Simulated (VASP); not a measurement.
# Sr (P6_3/mmc) in VASP: notebook

The runs below take Sr through single point, with LDA.

Program: VASP 6.6.1. These are calculated values, not measurements. Logs are shortened: lines on timing, memory, paths and dates and some standing lists are left out, and cuts for length are marked.

**1. The cell of the first run**

Symmetry: P6_3/mmc, No. 194, hexagonal system. The conventional cell has a = 4.103 Å, b = 4.103 Å, c = 13.421 Å, α = 90.00°, β = 90.00°, γ = 120.00°. Sr (site symmetry -3m) has 12 Sr at 4.10 to 4.11 Å within 5.4 Å. Within 5.4 Å of Sr (site symmetry -6m2) lie 12 Sr at 4.10 to 4.11 Å.

**2. Single point, LDA**

The input, INCAR:

```
PREC = Accurate
ENCUT = 520
EDIFF = 1E-6
ISMEAR = -1
SIGMA = 0.1
LREAL = F
LASPH = T
NELM = 80
ALGO = Normal
ISIF = 2
LWAVE = F
LCHARG = F
GGA = CA
NBANDS = 28
```

The input, KPOINTS:

```
Automatic mesh
0
Gamma
  9 9 3
```

The input, POSCAR:

```
Sr
1.0
    4.1028774951      0.0000000000      0.0000000000
   -2.0514387475      3.5531961394      0.0000000000
    0.0000000000      0.0000000000     13.4207405108
Sr
4
Direct
    0.0000000000      0.0000000000      1.0000000000
    0.0000000000      0.0000000000      0.5000000000
    0.3333333333      0.6666666667      0.2500000000
    0.6666666667      0.3333333333      0.7500000000
```

Potentials or basis: VASP PAW LDA potentials, release 64 (Sr_sv).

Started as:

```
> cat potpaw_LDA.64/Sr_sv/POTCAR > POTCAR
> mpirun -np 1 vasp_std > vasp.out
```

OUTCAR:

```text
PREC = Accurate
   ENCUT = 520
   EDIFF = 1E-6
   ISMEAR = -1
   LREAL = F
   LASPH = T
   NELM = 80
   ISIF = 2
   GGA = CA

 ion  position               nearest neighbor table
   1  0.000  0.000  0.000-   3 4.11   4 4.11   3 4.11   4 4.11   4 4.11   3 4.11
   2  0.000  0.000  0.500-   3 4.11   4 4.11   3 4.11   4 4.11   4 4.11   3 4.11
   3  0.333  0.667  0.250-   1 4.11   2 4.11   1 4.11   2 4.11   1 4.11   2 4.11
   4  0.667  0.333  0.750-   1 4.11   2 4.11   1 4.11   2 4.11   1 4.11   2 4.11

  LATTYP: Found a hexagonal cell.
 ALAT       =     4.1028774951
 C/A-ratio  =     3.2710556254

  Lattice vectors:

 A1 = (   4.1028774951,   0.0000000000,   0.0000000000)
 A2 = (  -2.0514387475,   3.5531961394,   0.0000000000)
 A3 = (   0.0000000000,   0.0000000000,  13.4207405108)

Analysis of symmetry for initial positions (statically):
=====================================================================
 Subroutine PRICEL returns:
 Original cell was already a primitive cell.

 Routine SETGRP: Setting up the symmetry group for a
 hexagonal supercell.

 Subroutine GETGRP returns: Found 24 space group operations
 (whereof 12 operations were pure point group operations)
 out of a pool of 24 trial point group operations.

The static configuration has the point symmetry D_3d.
 The point group associated with its full space group is D_6h.

Analysis of symmetry for dynamics (positions and initial velocities):
=====================================================================
 Subroutine PRICEL returns:
 Original cell was already a primitive cell.

 Routine SETGRP: Setting up the symmetry group for a
 hexagonal supercell.

 Subroutine GETGRP returns: Found 24 space group operations
 (whereof 12 operations were pure point group operations)
 out of a pool of 24 trial point group operations.

The dynamic configuration has the point symmetry D_3d.
 The point group associated with its full space group is D_6h.

 Subroutine INISYM returns: Found 24 space group operations
 (whereof 12 operations are pure point group operations),
 and found     1 'primitive' translations

----------------------------------------------------------------------------------------

                                     Primitive cell

  volume of cell :     195.6520

  direct lattice vectors                    reciprocal lattice vectors
     4.102877495  0.000000000  0.000000000     0.243731381  0.140718379  0.000000000
    -2.051438748  3.553196139  0.000000000     0.000000000  0.281436757  0.000000000
     0.000000000  0.000000000 13.420740511     0.000000000  0.000000000  0.074511537

  length of vectors
     4.102877495  4.102877495 13.420740511     0.281436757  0.281436757  0.074511537

  position of ions in fractional coordinates (direct lattice)
     0.000000000  0.000000000  0.000000000
     0.000000000  0.000000000  0.500000000
     0.333333333  0.666666667  0.250000000
     0.666666667  0.333333333  0.750000000

  ion indices of the primitive-cell ions
   primitive index   ion index
                 1           1
                 2           2
                 3           3
                 4           4

----------------------------------------------------------------------------------------

 KPOINTS: Automatic mesh

Automatic generation of k-mesh.
 Grid dimensions read from file:
 generate k-points for:    9    9    3

 Generating k-lattice:

  Cartesian coordinates                     Fractional coordinates (reciprocal lattice)
     0.027081265  0.015635375  0.000000000     0.111111111  0.000000000  0.000000000
     0.000000000  0.031270751  0.000000000     0.000000000  0.111111111  0.000000000
     0.000000000  0.000000000  0.024837179     0.000000000  0.000000000  0.333333333

  Length of vectors
     0.031270751  0.031270751  0.024837179

  Shift w.r.t. Gamma in fractional coordinates (k-lattice)
     0.000000000  0.000000000  0.000000000

 Subroutine IBZKPT returns following result:
 ===========================================

 Found     24 irreducible k-points:

 Following reciprocal coordinates:
            Coordinates               Weight
  0.000000  0.000000  0.000000      1.000000
  0.111111 -0.000000  0.000000      6.000000
  0.222222  0.000000  0.000000      6.000000
  0.333333 -0.000000  0.000000      6.000000
  0.444444  0.000000  0.000000      6.000000
  0.111111  0.111111  0.000000      6.000000
[... 16 lines left out ...]
  0.333333  0.222222  0.333333     24.000000
  0.333333  0.333333  0.333333      4.000000
   k-points           NKPTS =     24   k-points in BZ     NKDIM =     24   number of bands    NBANDS=     28
   number of dos      NEDOS =    301   number of ions     NIONS =      4
   total plane-waves  NPLWV = 102400
   dimension x,y,z NGX =    32 NGY =   32 NGZ =  100
   dimension x,y,z NGXF=    64 NGYF=   64 NGZF=  200
   ions per type =               4
   NGX,Y,Z   is equivalent  to a cutoff of  12.97, 12.97, 12.39 a.u.
   NGXF,Y,Z  is equivalent  to a cutoff of  25.93, 25.93, 24.77 a.u.
 SYSTEM =  unknown system
   PREC   = accura    normal or accurate (medium, high low for compatibility)
   ISTART =      0    job   : 0-new  1-cont  2-samecut
   ICHARG =      2    charge: 1-file 2-atom 10-const
   ISPIN  =      1    spin polarized calculation?
   LNONCOLLINEAR =      F non collinear calculations
   LSORBIT =      F    spin-orbit coupling
   LASPH  =      T    aspherical Exc in radial PAW
   ENCUT  =  520.0 eV  38.22 Ry    6.18 a.u.   7.63  7.63 24.95*2*pi/ulx,y,z
   NELM   =     80;   NELMIN=  2; NELMDL= -5     # of ELM steps
   EDIFF  = 0.1E-05   stopping-criterion for ELM
   LREAL  =      F    real-space projection
   EDIFFG = 0.1E-04   stopping-criterion for IOM
   NSW    =      0    number of steps for IOM
   IBRION =     -1    ionic relax: 0-MD 1-quasi-New 2-CG
   NFREE  =      0    steps in history (QN), initial steepest desc. (CG)
   ISIF   =      2    stress and relaxation
   ISYM   =      2    0-nonsym 1-usesym 2-fastsym
   POTIM  = 0.5000    time-step for ionic-motion
   TEBEG  =    0.0;   TEEND  =   0.0 temperature during run
   PSTRESS=    0.0 pullay stress
   NELECT =      40.0000    total number of electrons
   NUPDOWN=      -1.0000    fix difference up-down
   EMIN   =  10.00;   EMAX   =-10.00  energy-range for DOS
   EFERMI =   0.00;   METHOD = LEGACY
   ISMEAR =    -1;   SIGMA  =   0.10  broadening in eV -4-tet -1-fermi 0-gaus
   EFERMI_NEDOS =   21; number of points for ismear=-14 and -15
   IALGO  =     38    algorithm
   IMIX   =      4    mixing-type and parameters
     AMIX     =   0.40;   BMIX     =  1.00
     AMIX_MAG =   1.60;   BMIX_MAG =  1.00
  volume/ion in A,a.u.               =      48.91       330.08
  Fermi-wavevector in a.u.,A,eV,Ry     =   0.964421  1.822492 12.654892  0.930108
  Thomas-Fermi vector in A             =   2.094051
   LORBIT       =      0    0 simple, 1 ext, 2 COOP (PROOUT), +10 PAW based schemes
   GGA     = CA    functional components
   LHFCALC =     F    Hartree Fock is set to
   AEXX    =    0.0000 exact exchange contribution
   IVDW    =     0    specifies the selected vdW correction
   LEPSILON=     F    determine dielectric tensor
   LRPA    =     F    only Hartree local field effects (RPA)
 non-spin polarized calculation
  energy-cutoff  :      520.00
  volume of cell :      195.65
 maximum number of plane-waves:      5312
 NGX is ok and might be reduce to    32
   NGX = 15   NGY = 15   NGZ = 49

 number of electron      39.9999999 magnetization

 Free energy of the ion-electron system (eV)
  ---------------------------------------------------
  ext. energy  EPLUGINS =         0.00000000
  ---------------------------------------------------
  free energy    TOTEN  =        -7.65165753 eV

  energy without entropy =       -7.47719963  energy(sigma->0) =       -7.56442858

 E-fermi :   1.8222     XC(G=0):  -7.9319

 val. band max:        1.8195526040   @ k =   0.3333  -0.0000   0.0000
 cond. band min:       1.8420669075   @ k =   0.3333  -0.0000   0.0000
 fundamental gap:      0.0225143035
 Fermi energy:         1.8222491939

 k-point     1 :       0.0000    0.0000    0.0000
  band No.  band energies     occupation
      1     -34.3932      2.00000
      2     -34.3814      2.00000
      3     -34.3800      2.00000
      4     -34.3682      2.00000
      5     -16.6512      2.00000
      6     -16.5047      2.00000
[... 20 lines left out ...]
     27       4.1327      0.00000
     28       4.2027      0.00000

 k-point     2 :       0.1111   -0.0000    0.0000
  band No.  band energies     occupation
      1     -34.3905      2.00000
      2     -34.3794      2.00000
      3     -34.3781      2.00000
      4     -34.3669      2.00000
      5     -16.6393      2.00000
      6     -16.5084      2.00000
[... 20 lines left out ...]
     27       4.2364      0.00000
     28       4.2751      0.00000

 k-point     3 :       0.2222    0.0000    0.0000
  band No.  band energies     occupation
      1     -34.3837      2.00000
      2     -34.3745      2.00000
      3     -34.3731      2.00000
      4     -34.3639      2.00000
      5     -16.6074      2.00000
      6     -16.5338      2.00000
[... 20 lines left out ...]
     27       4.1176      0.00000
     28       4.3352      0.00000

 k-point     4 :       0.3333   -0.0000    0.0000
  band No.  band energies     occupation
      1     -34.3753      2.00000
      2     -34.3688      2.00000
      3     -34.3675      2.00000
      4     -34.3610      2.00000
      5     -16.5978      2.00000
      6     -16.5955      2.00000
[... 578 lines left out ...]
     27       3.3852      0.00000
     28       3.5026      0.00000

 k-point    23 :       0.3333    0.2222    0.3333
  band No.  band energies     occupation
      1     -34.3654      2.00000
      2     -34.3644      2.00000
      3     -34.3613      2.00000
      4     -34.3603      2.00000
      5     -16.6047      2.00000
      6     -16.6010      2.00000
[... 20 lines left out ...]
     27       2.9948      0.00002
     28       3.2893      0.00000

 k-point    24 :       0.3333    0.3333    0.3333
  band No.  band energies     occupation
      1     -34.3625      2.00000
      2     -34.3625      2.00000
      3     -34.3612      2.00000
      4     -34.3612      2.00000
      5     -16.5802      2.00000
      6     -16.5802      2.00000
[... 20 lines left out ...]
     27       2.7770      0.00014
     28       3.0358      0.00001

------------------------ aborting loop because EDIFF is reached ----------------------------------------

  FORCE on cell =-STRESS in cart. coord.  units (eV):
  Direction    XX          YY          ZZ          XY          YZ          ZX
  --------------------------------------------------------------------------------------
  -------------------------------------------------------------------------------------
  Total       -0.0360065     -0.0360065     -0.0301432     -0.0000000      0.0000000      0.0000000
  in kB       -0.2948542     -0.2948542     -0.2468401     -0.0000000      0.0000000      0.0000000
  external PRESSURE =      -0.2788495 kB  Pullay stress =       0.0000000 kB

 VOLUME and BASIS-vectors are now :
 -----------------------------------------------------------------------------
  energy-cutoff  :      520.00
  volume of cell :      195.65
      direct lattice vectors                 reciprocal lattice vectors
     4.102877495  0.000000000  0.000000000     0.243731381  0.140718379  0.000000000
    -2.051438748  3.553196139  0.000000000     0.000000000  0.281436757  0.000000000
     0.000000000  0.000000000 13.420740511     0.000000000  0.000000000  0.074511537

 POSITION                                       TOTAL-FORCE (eV/Angst)
 -----------------------------------------------------------------------------------
      0.00000      0.00000      0.00000        -0.000000      0.000000     -0.000000
      0.00000      0.00000      6.71037        -0.000000      0.000000     -0.000000
     -0.00000      2.36880      3.35519        -0.000000      0.000000      0.000000
      2.05144      1.18440     10.06556         0.000000     -0.000000      0.000000
 -----------------------------------------------------------------------------------
    total drift:                               -0.000000      0.000000      0.000000

  FREE ENERGIE OF THE ION-ELECTRON SYSTEM (eV)
  ---------------------------------------------------
  free  energy   TOTEN  =        -7.6516575329 eV

  energy  without entropy=       -7.4771996309  energy(sigma->0) =       -7.56442858
```

Wall time 74 s (1 thread of Intel Xeon Platinum 8488C (Sapphire Rapids), shared host); peak memory 0.29 GiB.

Results:

| Property | Result |
| --- | --- |
| Free energy | -7.6517 eV |
| Pressure | 0.0 GPa |
| Band gap on the k mesh | zero (band 20 reaches 1.98 eV, above the bottom of band 21 at 1.84 eV) |

Levels at points of the mesh, in eV from the Fermi level:
| k point | band 18 | band 19 | band 20 | band 21 | band 22 | band 23 |
| --- | --- | --- | --- | --- | --- | --- |
| (0.00, 0.00, 0.00) | -2.78 | -2.78 | -1.23 | 0.31 | 1.27 | 1.29 |

**3. Single point, LDA (volume scaled by 0.88)**

The input, INCAR:

```
SYSTEM = Sr
  ALGO = Normal
  EDIFF = 1E-7
  ENCUT = 520
  ISIF = 2
  ISMEAR = -1
  LASPH = .True.
  LCHARG = .True.
  LELF = .True.
  LREAL = .False.
  LVHAR = .True.
  LWAVE = .False.
  NBANDS = 28
  NELM = 100
  PREC = Accurate
  SIGMA = 0.1
```

The input, KPOINTS:

```
k-points
0
Gamma
  10 10 3
  0 0 0
```

The input, POSCAR:

```
Sr
1.0
    3.9317217402      0.0000000000      0.0000000000
   -1.9658608701      3.4049709077      0.0000000000
    0.0000000000      0.0000000000     12.8608805160
Sr
4
Direct
    0.0000000000      0.0000000000      1.0000000000
    0.0000000000      0.0000000000      0.5000000000
    0.3333333333      0.6666666667      0.2500000000
    0.6666666667      0.3333333333      0.7500000000
```

Potentials or basis: VASP PAW LDA potentials, release 64 (Sr_sv).

Started as:

```
> cat potpaw_LDA.64/Sr_sv/POTCAR > POTCAR
> mpirun -np 1 vasp_std > vasp.out
```

OUTCAR:

```text
SYSTEM = Sr
   EDIFF = 1E-7
   ENCUT = 520
   ISIF = 2
   ISMEAR = -1
   LASPH = .True.
   LREAL = .False.
   NELM = 100
   PREC = Accurate

 ion  position               nearest neighbor table
   1  0.000  0.000  0.000-   3 3.94   4 3.94   4 3.94   3 3.94   4 3.94   3 3.94
   2  0.000  0.000  0.500-   3 3.94   4 3.94   4 3.94   3 3.94   4 3.94   3 3.94
   3  0.333  0.667  0.250-   1 3.94   2 3.94   1 3.94   2 3.94   1 3.94   2 3.94
   4  0.667  0.333  0.750-   1 3.94   2 3.94   1 3.94   2 3.94   1 3.94   2 3.94

  LATTYP: Found a hexagonal cell.
 ALAT       =     3.9317217402
[... 945 lines left out ...]
  --------------------------------------------------------------------------------------
  -------------------------------------------------------------------------------------
  Total        2.1987460      2.1987460      2.2558697      0.0000000      0.0000000      0.0000000
  in kB       20.4606186     20.4606186     20.9921881      0.0000000      0.0000000      0.0000000
  external PRESSURE =      20.6378084 kB  Pullay stress =       0.0000000 kB

 VOLUME and BASIS-vectors are now :
 -----------------------------------------------------------------------------
  energy-cutoff  :      520.00
  volume of cell :      172.17
      direct lattice vectors                 reciprocal lattice vectors
     3.931721740  0.000000000  0.000000000     0.254341499  0.146844133  0.000000000
    -1.965860870  3.404970908  0.000000000     0.000000000  0.293688266  0.000000000
     0.000000000  0.000000000 12.860880516     0.000000000  0.000000000  0.077755174

 POSITION                                       TOTAL-FORCE (eV/Angst)
 -----------------------------------------------------------------------------------
      0.00000      0.00000      0.00000        -0.000000      0.000000      0.000000
      0.00000      0.00000      6.43044        -0.000000      0.000000      0.000000
     -0.00000      2.26998      3.21522         0.000000     -0.000000     -0.000000
      1.96586      1.13499      9.64566        -0.000000      0.000000      0.000000
 -----------------------------------------------------------------------------------
    total drift:                               -0.000000      0.000000     -0.000000

  FREE ENERGIE OF THE ION-ELECTRON SYSTEM (eV)
  ---------------------------------------------------
  free  energy   TOTEN  =        -7.5182298730 eV

  energy  without entropy=       -7.3635917847  energy(sigma->0) =       -7.44091083
```

OSZICAR:

```text
N       E                     dE             d eps       ncg     rms          rms(c)
DAV:   1     0.252058390140E+03    0.25206E+03   -0.19032E+04  1568   0.127E+03
DAV:   2     0.126290508378E+02   -0.23943E+03   -0.23596E+03  1856   0.293E+02
DAV:   3    -0.655228861736E+01   -0.19181E+02   -0.18983E+02  2524   0.582E+01
DAV:   4    -0.753009348423E+01   -0.97780E+00   -0.97386E+00  2260   0.123E+01
DAV:   5    -0.756845026076E+01   -0.38357E-01   -0.38338E-01  2304   0.211E+00    0.262E+01
DAV:   6    -0.753691952091E+01    0.31531E-01   -0.33880E-02  2264   0.139E+00    0.151E+01
DAV:   7    -0.751802881730E+01    0.18891E-01   -0.44617E-02  2240   0.167E+00    0.406E-01
DAV:   8    -0.751817043503E+01   -0.14162E-03   -0.20420E-03  2524   0.232E-01    0.152E-01
DAV:   9    -0.751822195539E+01   -0.51520E-04   -0.90283E-05  2060   0.487E-02    0.431E-02
DAV:  10    -0.751823032346E+01   -0.83681E-05   -0.18011E-05  2068   0.228E-02    0.286E-02
DAV:  11    -0.751822981112E+01    0.51234E-06   -0.15367E-06  2188   0.971E-03    0.683E-03
DAV:  12    -0.751822987303E+01   -0.61908E-07   -0.21698E-07  1500   0.190E-03
   1 F= -.75182299E+01 E0= -.74409108E+01  d E =-.154638E+00
```

Wall time 93 s (1 thread of Intel Xeon Platinum 8488C (Sapphire Rapids), shared host); peak memory 0.27 GiB.

Results:

* Free energy: -7.5182 eV
* Pressure: 2.1 GPa
* Band gap on the k mesh: zero (band 20 reaches 2.36 eV, above the bottom of band 21 at 2.32 eV)

(Continued in part 2 of 2.)
